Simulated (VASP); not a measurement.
# MoS2 (P-3m1) in VASP: notebook

Runs on MoS2. Level: PBE. Tasks: single point, relaxation of cell and atoms.

Everything below comes from runs of VASP 6.6.1. Logs are shortened: lines on timing, memory, paths and dates and some standing lists are left out, and cuts for length are marked.

**1. The cell of the first run**

It takes space group P-3m1 (No. 164, trigonal). The conventional cell has a = 3.195 Å, b = 3.195 Å, c = 7.031 Å, α = 90.00°, β = 90.00°, γ = 120.00°. Mo (site symmetry -3m) has 6 S at 2.43 Å and 6 Mo at 3.19 Å within 3.2 Å. Within 3.2 Å of S (site symmetry 3m) lie 3 Mo at 2.43 Å and 6 S at 3.19 Å.

**2. Single point, PBE**

Input file INCAR:

```
PREC = Accurate
ENCUT = 520
EDIFF = 1E-7
ISMEAR = 0
SIGMA = 0.1
LREAL = False
LASPH = True
NELM = 60
ALGO = Normal
ISIF = 2
LWAVE = False
LCHARG = True
GGA = PE
LELF = True
LVHAR = True
NBANDS = 20
```

Input file KPOINTS:

```
regular mesh
0
Gamma
  18 18 8
```

Input file POSCAR:

```
MoS2
1.0
    3.1948590270      0.0000000000      0.0000000000
   -1.5974295135      2.7668290789      0.0000000000
    0.0000000000      0.0000000000      7.0306357421
Mo S
1 2
Direct
    0.0000000000      0.0000000000      0.5000000000
    0.3333333333      0.6666666667      0.2749537575
    0.6666666667      0.3333333333      0.7250462425
```

Potentials or basis: VASP PAW PBE potentials, release 64 (Mo_sv, S).

Launch:

```console
> cat potpaw_PBE.64/Mo_sv/POTCAR potpaw_PBE.64/S/POTCAR > POTCAR
> mpirun -np 1 vasp_std > vasp.out
```

OUTCAR:

```text
PREC = Accurate
   ENCUT = 520
   EDIFF = 1E-7
   ISMEAR = 0
   LREAL = False
   LASPH = True
   NELM = 60
   ISIF = 2
   GGA = PE

 ion  position               nearest neighbor table
   1  0.000  0.000  0.500-   2 2.43   3 2.43   3 2.43   2 2.43   3 2.43   2 2.43
   2  0.333  0.667  0.275-   1 2.43   1 2.43   1 2.43
   3  0.667  0.333  0.725-   1 2.43   1 2.43   1 2.43

  LATTYP: Found a hexagonal cell.
 ALAT       =     3.1948590270
 C/A-ratio  =     2.2006090668

  Lattice vectors:

 A1 = (   3.1948590270,   0.0000000000,   0.0000000000)
 A2 = (  -1.5974295135,   2.7668290789,   0.0000000000)
 A3 = (   0.0000000000,   0.0000000000,   7.0306357421)

Analysis of symmetry for initial positions (statically):
=====================================================================
 Subroutine PRICEL returns:
 Original cell was already a primitive cell.

 Routine SETGRP: Setting up the symmetry group for a
 hexagonal supercell.

 Subroutine GETGRP returns: Found 12 space group operations
 (whereof 12 operations were pure point group operations)
 out of a pool of 24 trial point group operations.

The static configuration has the point symmetry D_3d.

Analysis of symmetry for dynamics (positions and initial velocities):
=====================================================================
 Subroutine PRICEL returns:
 Original cell was already a primitive cell.

 Routine SETGRP: Setting up the symmetry group for a
 hexagonal supercell.

 Subroutine GETGRP returns: Found 12 space group operations
 (whereof 12 operations were pure point group operations)
 out of a pool of 24 trial point group operations.

The dynamic configuration has the point symmetry D_3d.

 Subroutine INISYM returns: Found 12 space group operations
 (whereof 12 operations are pure point group operations),
 and found     1 'primitive' translations

----------------------------------------------------------------------------------------

                                     Primitive cell

  volume of cell :      62.1482

  direct lattice vectors                    reciprocal lattice vectors
     3.194859027  0.000000000  0.000000000     0.313002856  0.180712283  0.000000000
    -1.597429514  2.766829079  0.000000000     0.000000000  0.361424566  0.000000000
     0.000000000  0.000000000  7.030635742     0.000000000  0.000000000  0.142234648

  length of vectors
     3.194859027  3.194859027  7.030635742     0.361424566  0.361424566  0.142234648

  position of ions in fractional coordinates (direct lattice)
     0.000000000  0.000000000  0.500000000
     0.333333333  0.666666667  0.274953758
     0.666666667  0.333333333  0.725046242

  ion indices of the primitive-cell ions
   primitive index   ion index
                 1           1
                 2           2
                 3           3

----------------------------------------------------------------------------------------

 KPOINTS: regular mesh

Automatic generation of k-mesh.
 Grid dimensions read from file:
 generate k-points for:   18   18    8

 Generating k-lattice:

  Cartesian coordinates                     Fractional coordinates (reciprocal lattice)
     0.017389048  0.010039571  0.000000000     0.055555556 -0.000000000  0.000000000
     0.000000000  0.020079143  0.000000000     0.000000000  0.055555556  0.000000000
     0.000000000  0.000000000  0.017779331     0.000000000  0.000000000  0.125000000

  Length of vectors
     0.020079143  0.020079143  0.017779331

  Shift w.r.t. Gamma in fractional coordinates (k-lattice)
     0.000000000  0.000000000  0.000000000

 Subroutine IBZKPT returns following result:
 ===========================================

 Found    266 irreducible k-points:

 Following reciprocal coordinates:
            Coordinates               Weight
  0.000000  0.000000  0.000000      1.000000
  0.055556  0.000000  0.000000      6.000000
  0.111111  0.000000  0.000000      6.000000
  0.166667  0.000000  0.000000      6.000000
  0.222222  0.000000  0.000000      6.000000
  0.277778  0.000000  0.000000      6.000000
[... 16 lines left out ...]
  0.333333  0.111111  0.000000     12.000000
  0.388889  0.111111  0.000000     12.000000
 [... further k-points ...]
   k-points           NKPTS =    266   k-points in BZ     NKDIM =    266   number of bands    NBANDS=     20
   number of dos      NEDOS =    301   number of ions     NIONS =      3
   total plane-waves  NPLWV =  31104
   dimension x,y,z NGX =    24 NGY =   24 NGZ =   54
   dimension x,y,z NGXF=    48 NGYF=   48 NGZF=  108
   ions per type =               1   2
   NGX,Y,Z   is equivalent  to a cutoff of  12.49, 12.49, 12.77 a.u.
   NGXF,Y,Z  is equivalent  to a cutoff of  24.98, 24.98, 25.54 a.u.
 SYSTEM =  unknown system
   PREC   = accura    normal or accurate (medium, high low for compatibility)
   ISTART =      0    job   : 0-new  1-cont  2-samecut
   ICHARG =      2    charge: 1-file 2-atom 10-const
   ISPIN  =      1    spin polarized calculation?
   LNONCOLLINEAR =      F non collinear calculations
   LSORBIT =      F    spin-orbit coupling
   LASPH  =      T    aspherical Exc in radial PAW
   ENCUT  =  520.0 eV  38.22 Ry    6.18 a.u.   5.94  5.94 13.07*2*pi/ulx,y,z
   NELM   =     60;   NELMIN=  2; NELMDL= -5     # of ELM steps
   EDIFF  = 0.1E-06   stopping-criterion for ELM
   LREAL  =      F    real-space projection
   EDIFFG = 0.1E-05   stopping-criterion for IOM
   NSW    =      0    number of steps for IOM
   IBRION =     -1    ionic relax: 0-MD 1-quasi-New 2-CG
   NFREE  =      0    steps in history (QN), initial steepest desc. (CG)
   ISIF   =      2    stress and relaxation
   ISYM   =      2    0-nonsym 1-usesym 2-fastsym
   POTIM  = 0.5000    time-step for ionic-motion
   TEBEG  =    0.0;   TEEND  =   0.0 temperature during run
   PSTRESS=    0.0 pullay stress
   NELECT =      26.0000    total number of electrons
   NUPDOWN=      -1.0000    fix difference up-down
   EMIN   =  10.00;   EMAX   =-10.00  energy-range for DOS
   EFERMI =   0.00;   METHOD = LEGACY
   ISMEAR =     0;   SIGMA  =   0.10  broadening in eV -4-tet -1-fermi 0-gaus
   EFERMI_NEDOS =   21; number of points for ismear=-14 and -15
   IALGO  =     38    algorithm
   IMIX   =      4    mixing-type and parameters
     AMIX     =   0.40;   BMIX     =  1.00
     AMIX_MAG =   1.60;   BMIX_MAG =  1.00
  volume/ion in A,a.u.               =      20.72       139.80
  Fermi-wavevector in a.u.,A,eV,Ry     =   1.224399  2.313779 20.397223  1.499154
  Thomas-Fermi vector in A             =   2.359475
   LORBIT       =      0    0 simple, 1 ext, 2 COOP (PROOUT), +10 PAW based schemes
   GGA     = PE    functional components
   LHFCALC =     F    Hartree Fock is set to
   AEXX    =    0.0000 exact exchange contribution
   IVDW    =     0    specifies the selected vdW correction
   LEPSILON=     F    determine dielectric tensor
   LRPA    =     F    only Hartree local field effects (RPA)
 non-spin polarized calculation
 Gauss-broadening in eV      SIGMA  =   0.10
  energy-cutoff  :      520.00
  volume of cell :       62.15
 maximum number of plane-waves:      1698
   NGX = 11   NGY = 11   NGZ = 27

 number of electron      25.9999999 magnetization

 Free energy of the ion-electron system (eV)
  ---------------------------------------------------
  ext. energy  EPLUGINS =         0.00000000
  ---------------------------------------------------
  free energy    TOTEN  =       -21.02643520 eV

  energy without entropy =      -21.02047913  energy(sigma->0) =      -21.02345717

 E-fermi :   5.9537     XC(G=0):  -9.8134

 val. band max:        5.9468776968   @ k =   0.2222   0.2222   0.3750
 cond. band min:       5.9539090439   @ k =   0.1667   0.1667   0.3750
 fundamental gap:      0.0070313472
 Fermi energy:         5.9537058617

 k-point     1 :       0.0000    0.0000    0.0000
  band No.  band energies     occupation
      1     -55.8801      2.00000
      2     -29.9150      2.00000
      3     -29.8603      2.00000
      4     -29.8603      2.00000
      5      -8.8575      2.00000
      6      -7.6599      2.00000
[... 12 lines left out ...]
     19      12.2230      0.00000
     20      14.9698      0.00000

 k-point     2 :       0.0556    0.0000    0.0000
  band No.  band energies     occupation
      1     -55.8791      2.00000
      2     -29.9129      2.00000
      3     -29.8711      2.00000
      4     -29.8628      2.00000
      5      -8.8098      2.00000
      6      -7.6453      2.00000
[... 12 lines left out ...]
     19      12.4764      0.00000
     20      14.9591      0.00000

 k-point     3 :       0.1111    0.0000    0.0000
  band No.  band energies     occupation
      1     -55.8760      2.00000
      2     -29.9069      2.00000
      3     -29.9021      2.00000
      4     -29.8699      2.00000
      5      -8.6697      2.00000
      6      -7.6025      2.00000
[... 12 lines left out ...]
     19      13.0776      0.00000
     20      14.9022      0.00000

 k-point     4 :       0.1667    0.0000    0.0000
  band No.  band energies     occupation
      1     -55.8713      2.00000
      2     -29.9498      2.00000
      3     -29.8974      2.00000
      4     -29.8809      2.00000
      5      -8.4467      2.00000
      6      -7.5345      2.00000
[... 12 lines left out ...]
     19      13.6588      0.00000
     20      14.7054      0.00000

 k-point     5 :       0.2222    0.0000    0.0000
  band No.  band energies     occupation
      1     -55.8655      2.00000
      2     -30.0075      2.00000
      3     -29.8942      2.00000
      4     -29.8859      2.00000
      5      -8.1589      2.00000
      6      -7.4441      2.00000
[... 12 lines left out ...]
     19      13.6863      0.00000
     20      14.1038      0.00000
[... 353 lines left out ...]
      6      -7.3039      2.00000
[... 12 lines left out ...]
     19      13.4940      0.00000
     20      14.2021      0.00000

 k-point    22 :       0.2778    0.1111    0.0000
  band No.  band energies     occupation
      1     -55.8521      2.00000
      2     -30.1234      2.00000
      3     -29.9425      2.00000
      4     -29.8590      2.00000
      5      -7.4501      2.00000
      6      -7.1460      2.00000
[... 12 lines left out ...]
     19      13.1447      0.00000
     20      13.7040      0.00000

 k-point    23 :       0.3333    0.1111    0.0000
  band No.  band energies     occupation
      1     -55.8476      2.00000
      2     -30.1630      2.00000
      3     -29.9563      2.00000
      4     -29.8502      2.00000
      5      -7.2986      2.00000
      6      -6.9065      2.00000
[... 12 lines left out ...]
     19      12.8476      0.00000
     20      13.7006      0.00000

 k-point    24 :       0.3889    0.1111    0.0000
  band No.  band energies     occupation
      1     -55.8447      2.00000
      2     -30.1886      2.00000
      3     -29.9653      2.00000
      4     -29.8444      2.00000
      5      -7.2312      2.00000
      6      -6.6932      2.00000
[... 12 lines left out ...]
     19      12.6838      0.00000
     20      14.0059      0.00000

 [... further k-points ...]

------------------------ aborting loop because EDIFF is reached ----------------------------------------

  FORCE on cell =-STRESS in cart. coord.  units (eV):
  Direction    XX          YY          ZZ          XY          YZ          ZX
  --------------------------------------------------------------------------------------
  -------------------------------------------------------------------------------------
  Total       -0.0331801     -0.0331801     -0.0383796      0.0000000     -0.0000000      0.0000000
  in kB       -0.8553816     -0.8553816     -0.9894242      0.0000000     -0.0000000      0.0000000
  external PRESSURE =      -0.9000625 kB  Pullay stress =       0.0000000 kB

 VOLUME and BASIS-vectors are now :
 -----------------------------------------------------------------------------
  energy-cutoff  :      520.00
  volume of cell :       62.15
      direct lattice vectors                 reciprocal lattice vectors
     3.194859027  0.000000000  0.000000000     0.313002856  0.180712283  0.000000000
    -1.597429514  2.766829079  0.000000000     0.000000000  0.361424566  0.000000000
     0.000000000  0.000000000  7.030635742     0.000000000  0.000000000  0.142234648

 POSITION                                       TOTAL-FORCE (eV/Angst)
 -----------------------------------------------------------------------------------
      0.00000      0.00000      3.51532        -0.000000      0.000000      0.000000
     -0.00000      1.84455      1.93310        -0.000000      0.000000      0.007224
      1.59743      0.92228      5.09754         0.000000      0.000000     -0.007224
 -----------------------------------------------------------------------------------
    total drift:                                0.000000     -0.000000     -0.000000

  FREE ENERGIE OF THE ION-ELECTRON SYSTEM (eV)
  ---------------------------------------------------
  free  energy   TOTEN  =       -21.0264352050 eV

  energy  without entropy=      -21.0204791307  energy(sigma->0) =      -21.02345717
```

Run time: 4.1 min. Hardware: 1 thread of AMD EPYC 9R14 (Zen 4), shared host; peak memory 0.38 GiB.

What came out:

```yaml
Free_energy: -21.0264 eV
Pressure: -0.1 GPa
Largest_force: 0.007 eV/Å
Band_gap_on_the_k_mesh: zero (bands 13 and 14 overlap by 0.82 eV)
```

Forces on the atoms (eV/Å):
```
Mo   0.000  0.000  0.000
S    0.000  0.000  0.007
S    0.000  0.000 -0.007
```

Levels at points of the mesh, in eV from the Fermi level:
| k point | band 10 | band 11 | band 12 | band 13 | band 14 | band 15 | band 16 | band 17 |
| --- | --- | --- | --- | --- | --- | --- | --- | --- |
| (0.00, 0.00, 0.00) | -2.50 | -1.17 | -0.92 | -0.92 | -0.24 | -0.24 | 3.15 | 3.15 |
| (0.50, 0.00, 0.00) | -4.02 | -2.99 | -2.00 | -1.63 | 1.03 | 1.74 | 3.40 | 3.96 |
| (0.00, 0.00, 0.50) | -3.35 | -0.93 | -0.93 | -0.60 | -0.26 | -0.26 | 3.18 | 3.18 |
| (0.50, 0.00, 0.50) | -4.03 | -2.70 | -2.16 | -1.59 | 1.03 | 1.76 | 3.30 | 4.49 |

Caveat: this functional lacks dispersion, which binds layers or chains, so the pressure and a relaxed spacing across them are unreliable.

(Part 1 of 2 ends here.)
